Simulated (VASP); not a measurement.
MoOs2: single point with PBE

MoOs2:

```
CELL_PARAMETERS angstrom
4.33019 0.00000 0.00000
0.00000 5.28496 0.00000
0.00000 0.00000 3.29923
ATOMIC_POSITIONS crystal
Mo 0.00000 0.00000 0.00000
Mo 0.50000 0.50000 0.50000
Os 0.20040 0.37870 0.00000
Os 0.79960 0.62130 0.00000
Os 0.70040 0.12130 0.50000
Os 0.29960 0.87870 0.50000
```

```yaml
Program: VASP 6.6.1
Task: single point
Functional: PBE
Potentials_or_basis: VASP PAW PBE potentials, release 64 (Mo_sv, Os_sv_GW)
Cutoff: 560 eV
k_mesh: 4 × 4 × 6
Occupations: gaussian, width 0.1 eV
Spin: no spin polarisation
Dipole_correction: no
Further_INCAR_settings: ALGO = Normal; EDIFF = 1e-06; NBANDS = 55
```

```json
{
 "Pressure": "196.5 GPa",
 "Largest force": "2.669 eV/Å",
 "Band gap on the k mesh": "zero (bands 46 and 47 overlap by 1.57 eV)"
}
```

Forces in eV/Å, atoms in the order of the input:
```
Mo   0.000  0.000  0.000
Mo   0.000  0.000  0.000
Os   0.679 -2.581  0.000
Os  -0.679  2.581  0.000
Os   0.679  2.581  0.000
Os  -0.679 -2.581  0.000
```

Stress tensor (GPa, compression positive):
```
197.87   0.00   0.00
  0.00 204.56   0.00
  0.00   0.00 187.10
```

Levels at points of the mesh, in eV from the Fermi level:
| k point | band 42 | band 43 | band 44 | band 45 | band 46 | band 47 | band 48 | band 49 | band 50 | band 51 |
| --- | --- | --- | --- | --- | --- | --- | --- | --- | --- | --- |
| (0.00, 0.00, 0.00) | -2.05 | -1.88 | -1.78 | -1.63 | -1.49 | -1.06 | 0.55 | 0.99 | 1.48 | 4.49 |
| (0.50, 0.00, 0.00) | -1.74 | -1.14 | -1.14 | -0.32 | -0.32 | 1.06 | 1.06 | 1.92 | 1.92 | 2.73 |
| (0.00, 0.50, 0.00) | -2.26 | -2.06 | -2.06 | -0.61 | -0.61 | 1.47 | 1.47 | 2.18 | 2.18 | 3.43 |
| (0.50, 0.50, 0.00) | -3.12 | -2.45 | -2.45 | 0.48 | 0.48 | 0.56 | 0.56 | 0.84 | 0.84 | 2.10 |
| (0.00, 0.00, 0.50) | -1.74 | -1.16 | -1.16 | -0.25 | -0.25 | 0.04 | 0.04 | 1.56 | 1.56 | 2.12 |
| (0.50, 0.00, 0.50) | -2.77 | -1.69 | -1.69 | -1.11 | -1.11 | 0.58 | 0.58 | 1.58 | 1.58 | 1.79 |
| (0.00, 0.50, 0.50) | -2.02 | -1.21 | -1.21 | -0.87 | -0.87 | -0.32 | -0.32 | 2.16 | 2.16 | 2.37 |
| (0.50, 0.50, 0.50) | -1.55 | -1.06 | -1.06 | 0.28 | 0.28 | 0.53 | 0.53 | 1.36 | 1.36 | 1.74 |

Run time: 2.6 min on 1 thread of Intel(R) Xeon(R) Platinum 8259CL CPU @ 2.50GHz (Skylake/Cascade Lake), with other jobs on the host, peak memory 0.29 GiB.

Caveat: the k points lie up to 0.36 Å⁻¹ apart, too coarse for converged energies and pressures of a metal; spin-orbit coupling is left out, which moves the levels of the heavy elements; forces of over 1 eV/Å act on the atoms, so gaps and moduli don't describe the material at rest.
